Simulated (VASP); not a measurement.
Input of a VASP 6.6.1 run:

File INCAR:

```
PREC = Accurate
ENCUT = 520
EDIFF = 1E-7
ISMEAR = 0
SIGMA = 0.01
LREAL = False
LASPH = True
NELM = 150
ALGO = Normal
ISIF = 2
LWAVE = False
LCHARG = False
ISPIN = 2
MAGMOM = -0.03
LORBIT = 11
GGA = PE
NBANDS = 14
```

KPOINTS

```
regular mesh
0
Gamma
  8 8 8
```

The input POSCAR:

```
Rb
1.0
   -2.8901800000      2.8060000000      2.8060000000
    2.8060000000     -2.8901800000      2.8060000000
    2.8060000000      2.8060000000     -2.8901800000
Rb
1
Direct
    0.0000000000      0.0000000000      0.0000000000
```

Potentials or basis: VASP PAW PBE potentials, release 64 (Rb_sv).

The run is started by

```sh
$ cat potpaw_PBE.64/Rb_sv/POTCAR > POTCAR
$ mpirun -np 1 vasp_std > vasp.out
```

Q: Predict the net moment.

A: -0.04 μB per cell.

Q: What does it give for the pressure?

A: 0.1 GPa.
